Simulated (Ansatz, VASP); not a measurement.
## Two plane-wave programs on PbSe

File POSCAR:

```
PbSe
1.0
    0.0000000000      3.0887022205      3.0887022205
    3.0887022205      0.0000000000      3.0887022205
    3.0887022205      3.0887022205      0.0000000000
Pb Se
1 1
Direct
    0.0000000000      0.0000000000      0.0000000000
    0.5000000000      0.5000000000      0.5000000000
```

File INCAR.step1:

```
SYSTEM = PbSe
ALGO     = Normal         ! electronic algorithm
EDIFF    = 1E-5           ! SCF threshold, eV
ENCUT    = 520            ! plane-wave cutoff, eV
GGA      = PE             ! functional
ISIF     = 2              ! what is computed and relaxed
ISMEAR   = 0              ! smearing method
LASPH    = .True.         ! aspherical terms in the spheres
LCHARG   = .False.        ! write CHGCAR
LREAL    = .False.        ! projectors in reciprocal space
LWAVE    = .True.         ! write WAVECAR
NBANDS   = 17             ! bands
NELM     = 60             ! most SCF steps
PREC     = Accurate       ! precision mode
SIGMA    = 0.01           ! smearing width, eV
```

INCAR.step2

```
SYSTEM = PbSe
AEXX     = 1.0            ! exact-exchange fraction
AGGAC    = 1.0          
ALDAC    = 1.0          
ALGO     = Normal         ! electronic algorithm
EDIFF    = 1E-7           ! SCF threshold, eV
ENCUT    = 520            ! plane-wave cutoff, eV
GGA      = PE             ! functional
HFSCREEN = 0.5            ! screening, 1/A
ISIF     = 2              ! what is computed and relaxed
ISMEAR   = 0              ! smearing method
ISTART   = 1            
LASPH    = .True.         ! aspherical terms in the spheres
LCHARG   = .False.        ! write CHGCAR
LHFCALC  = .True.         ! exact exchange
LREAL    = .False.        ! projectors in reciprocal space
LWAVE    = .False.        ! write WAVECAR
NBANDS   = 17             ! bands
NELM     = 60             ! most SCF steps
PREC     = Accurate       ! precision mode
PRECFOCK = Normal       
SIGMA    = 0.01           ! smearing width, eV
```

Contents of KPOINTS:

```
k-points
0
Gamma
  4 4 4
  0 0 0
```

Input for Ansatz:

```yaml
crystal:
  lattice:
    - [0.0, 3.0887022205, 3.0887022205]
    - [3.0887022205, 0.0, 3.0887022205]
    - [3.0887022205, 3.0887022205, 0.0]
  atoms:
    - { symbol: Pb, position: [0.0, 0.0, 0.0] }
    - { symbol: Se, position: [0.5, 0.5, 0.5] }
kpoints:
  mp_grid: { grid: [4, 4, 4] }
hamiltonian:
  xc: { exchange: pbe, correlation: pbe, exx: { coeff: 1.0, omega: 0.5 } }
scf:
  occupations: { method: fixed }
  n_extra_bands: 4
output:
  forces: true
  stress: true
  eigenvalues: true
```

Alike in both runs: task single point; functional PBE-based screened hybrid; k mesh 4 × 4 × 4; no spin polarisation.

|  | VASP | Ansatz |
| --- | --- | --- |
| version | VASP 6.6.1 | Ansatz 0.2.0 |
| potentials or method | VASP PAW PBE potentials, release 64 (Pb_d, Se) | plane waves |
| plane-wave cutoff (eV) | 520 | 420 |
| occupations | gaussian, width 0.01 eV | fixed |
| valence electrons in the cell | 20 | 30 |

```csv
,VASP,Ansatz,Ansatz less VASP
gap on the k mesh at the Fermi level (eV),1.09,1.03,-0.066
pressure (GPa),-1.9,-1.6,+0.33
```

VASP's potentials were made for PBE, not for PBE-based screened hybrid. VASP's potentials hold 20 valence electrons a cell and Ansatz's 30, so a difference there can come from the potentials and not from the codes. Ansatz's warnings: stress exchange threshold loose, stress scf threshold loose.

The k mesh is coarse, so the values compare programs but aren't converged. Spin-orbit coupling is off throughout.
